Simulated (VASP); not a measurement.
Set up this calculation in VASP 6.6.1, as the native input.

```
Task                   : single point
Functional             : PBEsol
Potentials or basis    : VASP PAW PBE potentials, release 64 (Sn_d)
Cutoff                 : 520 eV
k mesh                 : 9 × 9 × 9
Occupations            : fermi-dirac, width 0.05 eV
Spin                   : no spin polarisation
Dipole correction      : no
Further INCAR settings : ALGO = Normal; EDIFF = 1e-06; NBANDS = 21
```

The structure of Sn lies in POSCAR:

```
Sn
1.0
   -2.8027941286      2.8027941286      1.5009109822
    2.8027941286     -2.8027941286      1.5009109822
    2.8027941286      2.8027941286     -1.5009109822
Sn
2
Direct
    0.0000000000      0.0000000000      0.0000000000
    0.7500000000      0.2500000000      0.5000000000
```

The input as run:

INCAR

```
ALGO = Normal
EDIFF = 1E-6
ENCUT = 520
GGA = PS
ISIF = 2
ISMEAR = -1
LASPH = T
LCHARG = F
LREAL = F
LWAVE = F
NBANDS = 21
NELM = 60
PREC = Accurate
SIGMA = 0.05
```

KPOINTS

```
k-points
0
Gamma
  9 9 9
```

Potentials or basis: VASP PAW PBE potentials, release 64 (Sn_d).

Command:

```console
$ cat potpaw_PBE.64/Sn_d/POTCAR > POTCAR
$ mpirun -np 1 vasp_std > vasp.out
```

It gave:

```json
{
 "Pressure": "9.9 GPa",
 "Band gap on the k mesh": "zero (bands 14 and 15 overlap by 4.71 eV)"
}
```

Caveat: the cell stands under pressure; the PAW data sets were made with another functional, which shifts forces and pressure a little; spin-orbit coupling is left out, which moves the levels of the heavy elements.

Wall time 76 s on 1 thread of Intel Xeon 8259CL, with other jobs on the host, peak memory 0.21 GiB.
